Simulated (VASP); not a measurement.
Here is a VASP 6.6.1 calculation.

The input INCAR:

```
SYSTEM = Cs
PREC = Accurate
ENCUT = 500
EDIFF = 1E-6
ISMEAR = 0
SIGMA = 0.15
LREAL = .FALSE.
LASPH = .TRUE.
NELM = 120
ALGO = Normal
ISIF = 2
LWAVE = .FALSE.
LCHARG = .FALSE.
GGA = PS
IVDW = 12
NBANDS = 10
GGA_COMPAT = .FALSE.
```

Contents of KPOINTS:

```
regular mesh
0
G
  6 6 6
  0 0 0
```

POSCAR

```
Cs
1.0
   -3.1284650600      3.1284650600      3.1284650600
    3.1284650600     -3.1284650600      3.1284650600
    3.1284650600      3.1284650600     -3.1284650600
Cs
1
Direct
    0.0000000000      0.0000000000      0.0000000000
```

Potentials or basis: VASP PAW PBE potentials, release 64 (Cs_sv).

Launch:

```bash
$ cat potpaw_PBE.64/Cs_sv/POTCAR > POTCAR
$ mpirun -np 1 vasp_std > vasp.out
```

Predict the dispersion energy per atom.

-0.106 eV.

Estimate the pressure.

-0.3 GPa.

Predict the band gap on the k mesh.

zero (an odd number of electrons rules out a gap without spin polarisation).

Caveat: three body term missing; the PAW data sets were made with another functional, which shifts forces and pressure a little; spin-orbit coupling is left out, which moves the levels of the heavy elements.
